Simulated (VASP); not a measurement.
Set up this calculation in VASP 6.6.1, as the native input.

* Task: single point
* Functional: PBE
* Potentials or basis: VASP PAW PBE potentials, release 64 (Hf_pv, O)
* Cutoff: 520 eV
* k mesh: 6 × 6 × 6
* Occupations: gaussian, width 0.05 eV
* Spin: no spin polarisation
* Dipole correction: no
* Further INCAR settings: ALGO = Normal; EDIFF = 1e-07; NBANDS = 31

The structure of HfO2 lies in POSCAR:

```
HfO2
1.0
    0.0000000000     -2.5489194559     -2.5489194559
    0.0000000000      2.5489194559     -2.5489194559
    5.0978389119      0.0000000000      0.0000000000
Hf O
2 4
Direct
    0.5205577308      0.4794422692      0.5000000000
   -0.0205577308      0.0205577308      0.0000000000
    0.0001499571      0.5001499571      0.7326985510
    0.4998500429     -0.0001499571      0.2673014490
    0.0001499571      0.5001499571      0.2326985510
    0.4998500429     -0.0001499571      0.7673014490
```

This cell differs from its parent crystal: atoms displaced along a vibrational mode.

These files were run (other wordings do the same):

INCAR

```
PREC = Accurate
ENCUT = 520
EDIFF = 1E-7
ISMEAR = 0
SIGMA = 0.05
LREAL = False
LASPH = True
NELM = 60
ALGO = Normal
ISIF = 2
LWAVE = False
LCHARG = False
GGA = PE
NBANDS = 31
```

KPOINTS

```
regular mesh
0
Gamma
  6 6 6
```

Potentials or basis: VASP PAW PBE potentials, release 64 (Hf_pv, O).

Run with:

```sh
$ cat potpaw_PBE.64/Hf_pv/POTCAR potpaw_PBE.64/O/POTCAR > POTCAR
$ mpirun -np 1 vasp_std > vasp.out
```

Results of the run:

| Item | Value |
| --- | --- |
| Pressure | -1.7 GPa |
| Largest force | 0.646 eV/Å |
| Band gap on the k mesh | 3.98 eV (least direct gap 4.05 eV) |

Caveat: the cell differs from its parent crystal (atoms displaced along a vibrational mode); spin-orbit coupling is left out, which moves the levels of the heavy elements.

Run time: 3.5 min on 1 thread of Intel Xeon 8259CL (shared host), peak memory 0.26 GiB.
